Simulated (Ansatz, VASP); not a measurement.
**Two plane-wave programs on Ti**

```xyz
1
Lattice="-1.6635 1.6635 1.5969 1.6635 -1.6635 1.5969 1.6635 1.6635 -1.5969" Properties=species:S:1:pos:R:3 pbc="T T T"
Ti    0.0000    0.0000    0.0000
```

Alike in both runs: task single point; functional PBEsol; k mesh 22 × 22 × 22; occupations gaussian, width 0.15 eV; no spin polarisation.

```csv
,VASP,Ansatz
version,VASP 6.6.1,Ansatz 0.2.0
potentials or method,"VASP PAW PBE potentials, release 64 (Ti_sv), cutoff 520 eV","scalar-relativistic, plane waves, PAW"
valence electrons in the cell,12,12
```

VASP gave:

```
gap on the k mesh at the Fermi level (eV)                     : none
pressure (GPa)                                                : -6.8
traceless stress, the component that is largest in VASP (GPa) : -0.82
```

Task: What did Ansatz give for the same quantities?

Result: gap on the k mesh at the Fermi level (eV): none; pressure (GPa): -6.6; traceless stress, the component that is largest in VASP (GPa): -0.83.

VASP's potentials were made for PBE, not for PBEsol. A gap of «none» marks a metal or a gap that the smearing closes.
